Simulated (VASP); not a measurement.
Zr: single point with PBE

Crystal: Zr.

```
Zr
1.0
     5.45486    3.14936    1.42713
    -5.45486    3.14936    1.42713
     0.00000   -6.29873    1.42713
Zr
6
Direct
  0.58450 0.35100 0.24650
  0.24650 0.58450 0.35100
  0.35100 0.24650 0.58450
  0.41550 0.64900 0.75350
  0.75350 0.41550 0.64900
  0.64900 0.75350 0.41550
```

- Program: VASP 6.6.1
- Task: single point
- Functional: PBE
- Potentials or basis: VASP PAW PBE potentials, release 64 (Zr_sv)
- Cutoff: 520 eV
- k mesh: 6 × 6 × 6
- Occupations: gaussian, width 0.1 eV
- Spin: no spin polarisation

* Pressure: 28.3 GPa
* Largest force: 10.651 eV/Å
* Band gap on the k mesh: zero (bands 36 and 37 overlap by 0.40 eV)

Forces in eV/Å, atoms in the order of the input:
```
Zr   4.716  4.967 -8.157
Zr  -6.659  1.601 -8.157
Zr   1.943 -6.568 -8.157
Zr  -4.716 -4.967  8.157
Zr   6.659 -1.601  8.157
Zr  -1.943  6.568  8.157
```

Stress tensor (GPa, compression positive):
```
37.58  0.00  0.00
 0.00 37.58  0.00
 0.00  0.00  9.74
```

Levels at points of the mesh, in eV from the Fermi level:
```tsv
k point	band 32	band 33	band 34	band 35	band 36	band 37	band 38	band 39	band 40	band 41
(0.00, 0.00, 0.00)	-1.64	-1.47	-1.47	-0.68	-0.68	-0.10	1.14	1.42	1.42	1.78
(0.50, 0.00, 0.00)	-1.89	-1.37	-1.30	-0.50	0.08	0.59	0.65	0.91	0.93	1.88
(0.50, 0.50, 0.00)	-1.96	-1.63	-1.34	-0.76	-0.68	0.22	0.50	0.67	1.46	1.48
(0.50, 0.50, 0.50)	-1.47	-1.47	-1.17	-1.17	0.29	0.68	0.83	0.84	1.39	1.79
```

Run time: 27 min on 1 thread of Intel(R) Xeon(R) Platinum 8488C (Sapphire Rapids), with other jobs on the host, peak memory 0.42 GiB.

Caveat: atoms lie so close that the PAW spheres overlap strongly, which falsifies energies and pressures; the cell stands under pressure; forces of over 1 eV/Å act on the atoms, so gaps and moduli don't describe the material at rest.
